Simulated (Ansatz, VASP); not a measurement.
## Ti in VASP and in Ansatz

```
Ti
1.0
     0.00000    2.19240    1.86760
     2.19240    0.00000    1.86760
     2.19240    2.19240    0.00000
Ti
1
Cartesian
  0.0000 0.0000 0.0000
```

Change from the starting cell: strain +0.080 along x and y, -0.080 along z, atoms carried along.

Alike in both runs: task single point; functional PBEsol; k mesh 20 × 20 × 20; occupations gaussian, width 0.15 eV; no spin polarisation.

|  | VASP | Ansatz |
| --- | --- | --- |
| version | VASP 6.6.1 | Ansatz 0.2.0 |
| potentials or method | VASP PAW PBE potentials, release 64 (Ti_sv), cutoff 520 eV | scalar-relativistic, plane waves, PAW |
| valence electrons in the cell | 12 | 12 |

```tsv
	VASP	Ansatz	Ansatz less VASP
gap on the k mesh at the Fermi level (eV)	none	none	-
pressure (GPa)	-7.7	-7.5	+0.17
traceless stress, the component that is largest in VASP (GPa)	2.16	2.16	0.000
```

VASP's potentials were made for PBE, not for PBEsol. A gap of «none» marks a metal or a gap that the smearing closes.
